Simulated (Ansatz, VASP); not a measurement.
# One calculation of ZnSe, two programs

```
CELL_PARAMETERS angstrom
0.00000 2.83380 2.83380
2.83380 0.00000 2.83380
2.83380 2.83380 0.00000
ATOMIC_POSITIONS crystal
Se 0.75000 0.75000 0.75000
Zn 0.00000 0.00000 0.00000
```

Alike in both runs: task relaxation of cell and atoms; functional PBEsol; k mesh 8 × 8 × 8; occupations fermi-dirac, width 0.05 eV; no spin polarisation.

|  | VASP | Ansatz |
| --- | --- | --- |
| version | VASP 6.6.1 | Ansatz 0.2.0 |
| potentials or method | VASP PAW PBE potentials, release 64 (Se, Zn), cutoff 600 eV | all-electron LAPW, scalar-relativistic |

Ansatz gave:

```
relaxed volume (Å³/atom)                                     : 22.35
relaxed cell length with the largest relative difference (Å) : 3.984
```

Question: Which values does VASP return?

Answer: Relaxed volume (Å³/atom): 22.44; relaxed cell length with the largest relative difference (Å): 3.989.

VASP's potentials were made for PBE, not for PBEsol. Ansatz ran all-electron here, and VASP with PAW potentials.
